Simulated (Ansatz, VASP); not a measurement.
# One calculation of NaSr, two programs

```
Na Sr
1.0
    -0.02476   -2.40894    6.55709
    -4.09889   -7.16934    0.03624
     4.16387   -7.20806   -0.00875
Na Sr
4 4
Cartesian
  0.0773 -14.4375 0.0541
  2.0665 -3.5524 -0.0256
  2.1132 -10.7364 -0.0158
  0.0227 -7.2425 0.0314
  0.0393 -11.9846 3.2501
  -2.0402 -8.3835 3.3577
  2.0898 -8.4036 3.3268
  0.0057 -4.7952 3.2367
```

Change from the starting cell: cell x4, atoms moved at random (sigma 0.15 Å) and cell strained at random (1.5 %), then relaxed without symmetry.

Alike in both runs: functional PBE; k mesh 4 × 4 × 4; occupations gaussian, width 0.2 eV; no spin polarisation.

Ansatz relaxed the structure, and its values are those at the end. VASP's run is a single point on that final structure, the one shown.

```csv
,VASP,Ansatz
version,VASP 6.6.1,Ansatz 0.2.0
potentials or method,"VASP PAW PBE potentials, release 64 (Na_pv, Sr_sv), cutoff 520 eV","scalar-relativistic, plane waves, PAW"
valence electrons in the cell,68,76
```

|  | VASP | Ansatz | Ansatz less VASP |
| --- | --- | --- | --- |
| gap on the k mesh at the Fermi level (eV) | none | none | - |
| pressure (GPa) | 0.0 | 0.0 | 0.00 |
| rms of the force components (eV/Å) | 0.003 | 0.003 | -0.0001 |

A gap of «none» marks a metal or a gap that the smearing closes. VASP's potentials hold 68 valence electrons a cell and Ansatz's 76, so a difference there can come from the potentials and not from the codes.
